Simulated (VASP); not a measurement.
The system is Hg.

```xyz
8
Lattice="5.6937 0.0000 0.0000 0.0000 5.6937 0.0000 0.0000 0.0000 5.6937" Properties=species:S:1:pos:R:3 pbc="T T T"
Hg    0.0000    0.0000    0.0000
Hg    2.8469    2.8469    2.8469
Hg    1.4234    0.0000    2.8469
Hg    4.2703    0.0000    2.8469
Hg    2.8469    1.4234    0.0000
Hg    2.8469    4.2703    0.0000
Hg    0.0000    2.8469    1.4234
Hg    0.0000    2.8469    4.2703
```

```yaml
Program: VASP 6.6.1
Task: relaxation of cell and atoms
Functional: PBE
Potentials_or_basis: VASP PAW PBE potentials, release 64 (Hg)
Cutoff: 500 eV
k_mesh: 5 × 5 × 5
Occupations: fermi-dirac, width 0.1 eV
Spin: no spin polarisation
```

At the start: pressure 7.2 GPa; volume 23.07 Å³/atom.

Problem. Where does the relaxation end?

Solution. Over 6 steps the energy falls by 127.8 meV/atom and the volume is 31.79 Å³/atom (+37.8 %); space group Pm-3n (No. 223, to 0.05 Å).

Step by step:
```csv
step,energy change (eV),largest force (eV/Å),pressure (GPa),volume (Å³)
1,0.0000,0.0000,7.25,184.58
2,-0.7829,0.0000,2.26,213.89
3,-0.9588,0.0000,0.98,231.83
4,-0.9984,0.0000,-0.44,270.65
5,-1.0217,0.0000,-0.08,256.86
6,-1.0223,0.0000,0.00,254.33
```

Final structure:
```cif
data_structure
_symmetry_space_group_name_H-M 'P 1'
_symmetry_Int_Tables_number 1
_cell_length_a 6.3357
_cell_length_b 6.3357
_cell_length_c 6.3357
_cell_angle_alpha 90.000
_cell_angle_beta 90.000
_cell_angle_gamma 90.000
_cell_volume 254.33
loop_
_atom_site_label
_atom_site_type_symbol
_atom_site_fract_x
_atom_site_fract_y
_atom_site_fract_z
_atom_site_occupancy
Hg1 Hg 0.00000 0.00000 0.00000 1
Hg2 Hg 0.50000 0.50000 0.50000 1
Hg3 Hg 0.25000 0.00000 0.50000 1
Hg4 Hg 0.75000 0.00000 0.50000 1
Hg5 Hg 0.50000 0.25000 0.00000 1
Hg6 Hg 0.50000 0.75000 0.00000 1
Hg7 Hg 0.00000 0.50000 0.25000 1
Hg8 Hg 0.00000 0.50000 0.75000 1
```

Caveat: the volume moved by over 15 % at a fixed basis, so the end points are rough.
